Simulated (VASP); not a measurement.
# NaGa12O18 (a cell with a defect) in VASP: notebook, part 3 of 3

VASP 6.6.1. Earlier steps stand in the parts before.

### 6 Single point, PBE

INCAR

```
SYSTEM = NaGa12O18
ALGO = Normal
EDIFF = 1E-6
ENCUT = 520
GGA = PE
GGA_COMPAT = .FALSE.
ISIF = 2
ISMEAR = -1
ISYM = -1
LASPH = .TRUE.
LCHARG = .TRUE.
LELF = .TRUE.
LREAL = Auto
LVHAR = .TRUE.
LWAVE = .FALSE.
NBANDS = 156
NELECT = 270.0
NELM = 120
PREC = Accurate
SIGMA = 0.01
```

KPOINTS

```
explicit points
1
Reciprocal
  0.25000000   0.25000000   0.25000000 1
```

POSCAR

```
NaGa12O18
1.0
    0.0000000000      9.2496621800      0.0000000000
   -1.3977182400      0.0000000000      5.7085775500
    6.2279771500     -1.5416103600      0.0067278600
Ga O Na
12 18 1
Direct
    0.1161412988      0.6401884746      0.6852767769
    0.2289436209      0.3111416058      0.3051511353
    0.3142587102      0.1958388295      0.8235686131
    0.0207854292      0.7774106586      0.1254436294
    0.4440722386      0.6845110132      0.6787890236
    0.5558691025      0.3058313973      0.3184893063
    0.6318786821      0.2056599815      0.8100713259
    0.3675007630      0.7878412592      0.1825356887
    0.7675707505      0.6884770261      0.6830559578
    0.8800648234      0.3349793705      0.3136637674
    0.9734259611      0.2002345778      0.8729944556
    0.6918482421      0.7957826715      0.1804298455
    0.1777460563      0.7231459138      0.0011105105
    0.1756819988      0.2638986711      0.9875310776
    0.2731577691      0.4134832223      0.6376410745
    0.0477290050      0.5847622936      0.3435116848
    0.0435551620      0.1119039225      0.2406084861
    0.2729087911      0.8821883759      0.6681533480
    0.4995563816      0.7382977443      0.0025374569
    0.5037718557      0.2554647954      0.9962163725
    0.6051421677      0.4361942951      0.6476115158
    0.3922387894      0.5578670665      0.3467058280
    0.3913873667      0.1012009000      0.3262276490
    0.6043817858      0.8931557813      0.6640979931
    0.8210879953      0.7270615987     -0.0003745585
    0.8183819056      0.2714565985      0.9955551682
    0.9559892522      0.3953034812      0.6503437294
    0.7256364151      0.5703979322      0.3566022386
    0.7267753268      0.1073338409      0.3334560191
    0.9495066720      0.8745301838      0.7292996875
    1.0488305284      1.0158161266      0.5255556740
```

Potentials or basis: VASP PAW PBE potentials, release 64 (Ga_d, O, Na_pv).

The run is started by

```sh
> cat potpaw_PBE.64/Ga_d/POTCAR potpaw_PBE.64/O/POTCAR potpaw_PBE.64/Na_pv/POTCAR > POTCAR
> mpirun -np 1 vasp_std > vasp.out
```

OUTCAR:

```text
SYSTEM = NaGa12O18
   EDIFF = 1E-6
   ENCUT = 520
   GGA = PE
   ISIF = 2
   ISMEAR = -1
   ISYM = -1
   LASPH = .TRUE.
   LREAL = Auto
   NELECT = 270.0
   NELM = 120
   PREC = Accurate

 ion  position               nearest neighbor table
   1  0.116  0.640  0.685-  13 1.91  15 2.00  27 2.00  18 2.07  16 2.08  30 2.09  31 2.65
[... 355 lines left out ...]
  -------------------------------------------------------------------------------------
  Total        7.3491474      5.9622311     -4.4358303     -2.0784796     -0.7090051      1.8910183
  in kB       35.7957858     29.0404773    -21.6057757    -10.1237336     -3.4533793      9.2106583
  external PRESSURE =      14.4101625 kB  Pullay stress =       0.0000000 kB

 VOLUME and BASIS-vectors are now :
 -----------------------------------------------------------------------------
  energy-cutoff  :      520.00
  volume of cell :      328.94
      direct lattice vectors                 reciprocal lattice vectors
     0.000000000  9.249662180  0.000000000     0.026753887  0.108112056  0.006550563
    -1.397718240  0.000000000  5.708577550    -0.000189185  0.000000000  0.175128666
     6.227977150 -1.541610360  0.006727860     0.160523321  0.000000000  0.039303377

 POSITION                                       TOTAL-FORCE (eV/Angst)
 -----------------------------------------------------------------------------------
      3.37308      0.01784      3.65918         0.024642     -0.015159      0.004321
      1.46559      1.64723      1.77823        -0.025628     -0.038630      0.022737
      4.85544      1.63717      1.12350         0.026134      0.010672      0.019306
     -0.30534     -0.00113      4.43875         0.041824      0.001390     -0.046506
      3.27073      3.06109      3.91215         0.011306     -0.000845      0.001482
      1.55608      4.65062      1.74801        -0.012877     -0.014978      0.005354
[... 23 lines left out ...]
      3.31971      7.65832      4.99723        -0.070962     -0.007847     -0.011372
      3.25104     -0.35854      0.09382         0.111604      0.262291      0.083551
 -----------------------------------------------------------------------------------
    total drift:                               -0.001265      0.015870      0.021348

  FREE ENERGIE OF THE ION-ELECTRON SYSTEM (eV)
  ---------------------------------------------------
  free  energy   TOTEN  =      -184.9731805969 eV

  energy  without entropy=     -184.9731805969  energy(sigma->0) =     -184.97318060
```

OSZICAR:

```text
N       E                     dE             d eps       ncg     rms          rms(c)
DAV:   1     0.540452795488E+04    0.54045E+04   -0.10245E+05   352   0.317E+03
DAV:   2     0.136203786733E+04   -0.40425E+04   -0.37651E+04   312   0.100E+03
DAV:   3    -0.226529518525E+02   -0.13847E+04   -0.13181E+04   400   0.358E+02
[... 11 lines left out ...]
DAV:  15    -0.184973176212E+03   -0.34500E-04   -0.51364E-04   528   0.121E-01    0.118E-02
DAV:  16    -0.184973181305E+03   -0.50933E-05   -0.73592E-05   400   0.578E-02    0.997E-03
DAV:  17    -0.184973180502E+03    0.80335E-06   -0.14838E-05   416   0.443E-02    0.434E-03
DAV:  18    -0.184973180828E+03   -0.32597E-06   -0.10120E-05   352   0.172E-02    0.233E-03
DAV:  19    -0.184973180597E+03    0.23092E-06   -0.11371E-06   192   0.214E-02
   1 F= -.18497318E+03 E0= -.18497318E+03  d E =-.764191E-14
```

It took 2 min on 1 thread of AMD EPYC 9R14 (Zen 4), shared host; peak memory 0.35 GiB.

Results:

- Free energy: -184.9732 eV
- Largest force: 0.297 eV/Å

Forces in eV/Å, atoms in the order of the input:
```
Ga   0.025 -0.015  0.004
Ga  -0.026 -0.039  0.023
Ga   0.026  0.011  0.019
Ga   0.042  0.001 -0.047
Ga   0.011 -0.001  0.001
Ga  -0.013 -0.015  0.005
Ga  -0.015 -0.007  0.002
Ga  -0.004 -0.022  0.004
Ga  -0.013  0.019 -0.017
Ga   0.007 -0.020 -0.057
Ga   0.004 -0.022 -0.018
Ga   0.007  0.009 -0.018
O    0.005 -0.017  0.013
O   -0.019 -0.014  0.005
O    0.001 -0.003 -0.020
O    0.015  0.033 -0.023
O   -0.069 -0.014  0.009
O    0.004 -0.005 -0.005
O   -0.012 -0.002 -0.006
O    0.020  0.004  0.017
O    0.008 -0.005  0.001
O   -0.006 -0.014  0.012
O    0.011 -0.030 -0.002
O   -0.033 -0.010  0.023
O   -0.018 -0.012  0.009
O   -0.001 -0.017  0.021
O    0.004 -0.030 -0.017
O   -0.021 -0.011 -0.002
O    0.022 -0.007 -0.010
O   -0.071 -0.008 -0.011
Na   0.112  0.262  0.084
```

Caveat: the cell carries a net charge on a neutralising background, which shifts energy and pressure; the cell is charged against a uniform background, so pressure and absolute levels hang on convention.
